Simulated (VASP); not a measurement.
# TiN (Fm-3m) in VASP: further runs

The runs below take TiN through single point, with PBEsol.

Everything below comes from runs of VASP 6.6.1. Logs are shortened: lines on timing, memory, paths and dates and some standing lists are left out, and cuts for length are marked.

**1. The cell of the first run**

Symmetry: Fm-3m, No. 225, cubic system. Conventional cell: a = 4.258 Å, b = 4.258 Å, c = 4.258 Å, α = 90.00°, β = 90.00°, γ = 90.00°. Within 2.8 Å of Ti (site symmetry m-3m) lie 6 N at 2.13 Å. N (site symmetry m-3m) has 6 Ti at 2.13 Å within 2.8 Å.

**2. Single point, PBEsol (volume scaled by 1.01)**

File INCAR:

```
PREC     = Accurate       # precision mode
ENCUT    = 600            # plane-wave cutoff, eV
EDIFF    = 1E-6           # SCF threshold, eV
ISMEAR   = -1             # smearing method
SIGMA    = 0.05           # smearing width, eV
LREAL    = False          # projectors in reciprocal space
LASPH    = True           # aspherical terms in the spheres
NELM     = 120            # most SCF steps
ALGO     = Normal         # electronic algorithm
ISIF     = 2              # what is computed and relaxed
LWAVE    = False          # write WAVECAR
LCHARG   = True           # write CHGCAR
GGA      = PS             # functional
LELF     = True           # ELF
LVHAR    = True         
NBANDS   = 16             # bands
GGA_COMPAT= False
```

File KPOINTS:

```
regular mesh
0
Gamma
  13 13 13
```

File POSCAR:

```
TiN
1.0
    0.0000000000      2.1290498857      2.1290498857
    2.1290498857      0.0000000000      2.1290498857
    2.1290498857      2.1290498857      0.0000000000
Ti N
1 1
Direct
    0.0000000000      0.0000000000      0.0000000000
    0.5000000000      0.5000000000      0.5000000000
```

Potentials or basis: VASP PAW PBE potentials, release 64 (Ti_sv, N).

Launch:

```
$ cat potpaw_PBE.64/Ti_sv/POTCAR potpaw_PBE.64/N/POTCAR > POTCAR
$ mpirun -np 1 vasp_std > vasp.out
```

OUTCAR:

```text
PREC = Accurate
   ENCUT = 600
   EDIFF = 1E-6
   ISMEAR = -1
   LREAL = False
   LASPH = True
   NELM = 120
   ISIF = 2
   GGA = PS

 ion  position               nearest neighbor table
   1  0.000  0.000  0.000-   2 2.13   2 2.13   2 2.13   2 2.13   2 2.13   2 2.13
   2  0.500  0.500  0.500-   1 2.13   1 2.13   1 2.13   1 2.13   1 2.13   1 2.13

  LATTYP: Found a face centered cubic cell.
 ALAT       =     4.2580997714

  Lattice vectors:

 A1 = (   0.0000000000,   2.1290498857,   2.1290498857)
 A2 = (   2.1290498857,   0.0000000000,   2.1290498857)
 A3 = (   2.1290498857,   2.1290498857,   0.0000000000)

Analysis of symmetry for initial positions (statically):
=====================================================================
 Subroutine PRICEL returns:
 Original cell was already a primitive cell.

 Routine SETGRP: Setting up the symmetry group for a
 face centered cubic supercell.

 Subroutine GETGRP returns: Found 48 space group operations
 (whereof 48 operations were pure point group operations)
 out of a pool of 48 trial point group operations.

The static configuration has the point symmetry O_h .

Analysis of symmetry for dynamics (positions and initial velocities):
=====================================================================
 Subroutine PRICEL returns:
 Original cell was already a primitive cell.

 Routine SETGRP: Setting up the symmetry group for a
 face centered cubic supercell.

 Subroutine GETGRP returns: Found 48 space group operations
 (whereof 48 operations were pure point group operations)
 out of a pool of 48 trial point group operations.

The dynamic configuration has the point symmetry O_h .

 Subroutine INISYM returns: Found 48 space group operations
 (whereof 48 operations are pure point group operations),
 and found     1 'primitive' translations

----------------------------------------------------------------------------------------

                                     Primitive cell

  volume of cell :      19.3013

  direct lattice vectors                    reciprocal lattice vectors
     0.000000000  2.129049886  2.129049886    -0.234846540  0.234846540  0.234846540
     2.129049886  0.000000000  2.129049886     0.234846540 -0.234846540  0.234846540
     2.129049886  2.129049886  0.000000000     0.234846540  0.234846540 -0.234846540

  length of vectors
     3.010931223  3.010931223  3.010931223     0.406766140  0.406766140  0.406766140

  position of ions in fractional coordinates (direct lattice)
     0.000000000  0.000000000  0.000000000
     0.500000000  0.500000000  0.500000000

  ion indices of the primitive-cell ions
   primitive index   ion index
                 1           1
                 2           2

----------------------------------------------------------------------------------------

 KPOINTS: regular mesh

Automatic generation of k-mesh.
 Grid dimensions read from file:
 generate k-points for:   13   13   13

 Generating k-lattice:

  Cartesian coordinates                     Fractional coordinates (reciprocal lattice)
    -0.018065118  0.018065118  0.018065118     0.076923077  0.000000000  0.000000000
     0.018065118 -0.018065118  0.018065118     0.000000000  0.076923077  0.000000000
     0.018065118  0.018065118 -0.018065118     0.000000000  0.000000000  0.076923077

  Length of vectors
     0.031289703  0.031289703  0.031289703

  Shift w.r.t. Gamma in fractional coordinates (k-lattice)
     0.000000000  0.000000000  0.000000000

 Subroutine IBZKPT returns following result:
 ===========================================

 Found     84 irreducible k-points:

 Following reciprocal coordinates:
            Coordinates               Weight
  0.000000  0.000000  0.000000      1.000000
  0.076923  0.000000  0.000000      8.000000
  0.153846  0.000000  0.000000      8.000000
  0.230769  0.000000  0.000000      8.000000
  0.307692  0.000000  0.000000      8.000000
  0.384615  0.000000  0.000000      8.000000
[... 16 lines left out ...]
  0.384615  0.153846  0.000000     24.000000
  0.461538  0.153846  0.000000     24.000000
 [... further k-points ...]
   k-points           NKPTS =     84   k-points in BZ     NKDIM =     84   number of bands    NBANDS=     16
   number of dos      NEDOS =    301   number of ions     NIONS =      2
   total plane-waves  NPLWV =  13824
   dimension x,y,z NGX =    24 NGY =   24 NGZ =   24
   dimension x,y,z NGXF=    48 NGYF=   48 NGZF=   48
   ions per type =               1   1
   NGX,Y,Z   is equivalent  to a cutoff of  13.25, 13.25, 13.25 a.u.
   NGXF,Y,Z  is equivalent  to a cutoff of  26.50, 26.50, 26.50 a.u.
 SYSTEM =  unknown system
   PREC   = accura    normal or accurate (medium, high low for compatibility)
   ISTART =      0    job   : 0-new  1-cont  2-samecut
   ICHARG =      2    charge: 1-file 2-atom 10-const
   ISPIN  =      1    spin polarized calculation?
   LNONCOLLINEAR =      F non collinear calculations
   LSORBIT =      F    spin-orbit coupling
   LASPH  =      T    aspherical Exc in radial PAW
   ENCUT  =  600.0 eV  44.10 Ry    6.64 a.u.   6.01  6.01  6.01*2*pi/ulx,y,z
   NELM   =    120;   NELMIN=  2; NELMDL= -5     # of ELM steps
   EDIFF  = 0.1E-05   stopping-criterion for ELM
   LREAL  =      F    real-space projection
   EDIFFG = 0.1E-04   stopping-criterion for IOM
   NSW    =      0    number of steps for IOM
   IBRION =     -1    ionic relax: 0-MD 1-quasi-New 2-CG
   NFREE  =      0    steps in history (QN), initial steepest desc. (CG)
   ISIF   =      2    stress and relaxation
   ISYM   =      2    0-nonsym 1-usesym 2-fastsym
   POTIM  = 0.5000    time-step for ionic-motion
   TEBEG  =    0.0;   TEEND  =   0.0 temperature during run
   PSTRESS=    0.0 pullay stress
   NELECT =      17.0000    total number of electrons
   NUPDOWN=      -1.0000    fix difference up-down
   EMIN   =  10.00;   EMAX   =-10.00  energy-range for DOS
   EFERMI =   0.00;   METHOD = LEGACY
   ISMEAR =    -1;   SIGMA  =   0.05  broadening in eV -4-tet -1-fermi 0-gaus
   EFERMI_NEDOS =   21; number of points for ismear=-14 and -15
   IALGO  =     38    algorithm
   IMIX   =      4    mixing-type and parameters
     AMIX     =   0.40;   BMIX     =  1.00
     AMIX_MAG =   1.60;   BMIX_MAG =  1.00
  volume/ion in A,a.u.               =       9.65        65.13
  Fermi-wavevector in a.u.,A,eV,Ry     =   1.569261  2.965474 33.505455  2.462581
  Thomas-Fermi vector in A             =   2.671170
   LORBIT       =      0    0 simple, 1 ext, 2 COOP (PROOUT), +10 PAW based schemes
   GGA     = PS    functional components
   LHFCALC =     F    Hartree Fock is set to
   AEXX    =    0.0000 exact exchange contribution
   IVDW    =     0    specifies the selected vdW correction
   LEPSILON=     F    determine dielectric tensor
   LRPA    =     F    only Hartree local field effects (RPA)
 non-spin polarized calculation
  energy-cutoff  :      600.00
  volume of cell :       19.30
 maximum number of plane-waves:       654
   NGX = 13   NGY = 13   NGZ = 13

 number of electron      17.0000003 magnetization

 Free energy of the ion-electron system (eV)
  ---------------------------------------------------
  ext. energy  EPLUGINS =         0.00000000
  ---------------------------------------------------
  free energy    TOTEN  =       -20.76504164 eV

  energy without entropy =      -20.75809259  energy(sigma->0) =      -20.76156712

 E-fermi :  11.1815     XC(G=0): -13.1584

 val. band max:       11.0918923997   @ k =  -0.0769   0.0769   0.0000
 cond. band min:      11.1979979567   @ k =  -0.1538   0.1538   0.0000
 fundamental gap:      0.1061055570
 Fermi energy:        11.1814640502

 k-point     1 :       0.0000    0.0000    0.0000
  band No.  band energies     occupation
      1     -46.4698      2.00000
      2     -22.5582      2.00000
      3     -22.5582      2.00000
      4     -22.5582      2.00000
      5      -5.8158      2.00000
      6       9.1496      2.00000
[... 8 lines left out ...]
     15      24.1744      0.00000
     16      30.7161      0.00000

 k-point     2 :       0.0769    0.0000    0.0000
  band No.  band energies     occupation
      1     -46.4644      2.00000
      2     -22.5961      2.00000
      3     -22.5614      2.00000
      4     -22.5614      2.00000
      5      -5.7015      2.00000
      6       8.5077      2.00000
[... 8 lines left out ...]
     15      24.2579      0.00000
     16      30.5591      0.00000

 k-point     3 :       0.1538    0.0000    0.0000
  band No.  band energies     occupation
      1     -46.4495      2.00000
      2     -22.6998      2.00000
      3     -22.5702      2.00000
      4     -22.5702      2.00000
      5      -5.3754      2.00000
      6       7.2882      2.00000
[... 8 lines left out ...]
     15      24.2751      0.00000
     16      29.9486      0.00000

 k-point     4 :       0.2308    0.0000    0.0000
  band No.  band energies     occupation
      1     -46.4284      2.00000
      2     -22.8432      2.00000
      3     -22.5825      2.00000
      4     -22.5825      2.00000
      5      -4.8850      2.00000
      6       5.9668      2.00000
[... 8 lines left out ...]
     15      23.9821      0.00000
     16      28.8179      0.00000
[... 324 lines left out ...]
 k-point    22 :       0.3077    0.1538    0.0000
  band No.  band energies     occupation
      1     -46.4071      2.00000
      2     -22.9003      2.00000
      3     -22.6383      2.00000
      4     -22.6307      2.00000
      5      -4.5589      2.00000
      6       5.0622      2.00000
[... 8 lines left out ...]
     15      24.1676      0.00000
     16      27.2278      0.00000

 k-point    23 :       0.3846    0.1538    0.0000
  band No.  band energies     occupation
      1     -46.3875      2.00000
      2     -23.0157      2.00000
      3     -22.6535      2.00000
      4     -22.6480      2.00000
      5      -4.1133      2.00000
      6       4.4384      2.00000
[... 8 lines left out ...]
     15      23.9199      0.00000
     16      26.0939      0.00000

 k-point    24 :       0.4615    0.1538    0.0000
  band No.  band energies     occupation
      1     -46.3730      2.00000
      2     -23.0992      2.00000
      3     -22.6789      2.00000
      4     -22.6485      2.00000
      5      -3.7367      2.00000
      6       3.9149      2.00000
[... 8 lines left out ...]
     15      24.0897      0.00000
     16      25.2592      0.00000

 [... further k-points ...]

------------------------ aborting loop because EDIFF is reached ----------------------------------------

  FORCE on cell =-STRESS in cart. coord.  units (eV):
  Direction    XX          YY          ZZ          XY          YZ          ZX
  --------------------------------------------------------------------------------------
  -------------------------------------------------------------------------------------
  Total       -1.2461897     -1.2461897     -1.2461897     -0.0000000     -0.0000000     -0.0000000
  in kB     -103.4444548   -103.4444548   -103.4444548     -0.0000000     -0.0000000     -0.0000000
  external PRESSURE =    -103.4444548 kB  Pullay stress =       0.0000000 kB

 VOLUME and BASIS-vectors are now :
 -----------------------------------------------------------------------------
  energy-cutoff  :      600.00
  volume of cell :       19.30
      direct lattice vectors                 reciprocal lattice vectors
     0.000000000  2.129049886  2.129049886    -0.234846540  0.234846540  0.234846540
     2.129049886  0.000000000  2.129049886     0.234846540 -0.234846540  0.234846540
     2.129049886  2.129049886  0.000000000     0.234846540  0.234846540 -0.234846540

 POSITION                                       TOTAL-FORCE (eV/Angst)
 -----------------------------------------------------------------------------------
      0.00000      0.00000      0.00000        -0.000000     -0.000000      0.000000
      2.12905      2.12905      2.12905         0.000000      0.000000     -0.000000
 -----------------------------------------------------------------------------------
    total drift:                                0.000000     -0.000000     -0.000000

  FREE ENERGIE OF THE ION-ELECTRON SYSTEM (eV)
  ---------------------------------------------------
  free  energy   TOTEN  =       -20.7650416416 eV

  energy  without entropy=      -20.7580925942  energy(sigma->0) =      -20.76156712
```

Run time: 48 s. Hardware: 1 thread of Intel Xeon 8259CL, shared host; peak memory 0.16 GiB.

What came out:

```yaml
Free_energy: -20.7650 eV
Pressure: -10.3 GPa
```

Levels at points of the mesh, in eV from the Fermi level:
```csv
k point,band 7,band 8,band 9,band 10,band 11,band 12
"(0.00, 0.00, 0.00)",-2.03,-2.03,-0.65,-0.65,-0.65,0.53
```

Caveat: the PAW data sets were made with another functional, which shifts forces and pressure a little.

(Continued in part 2 of 2.)
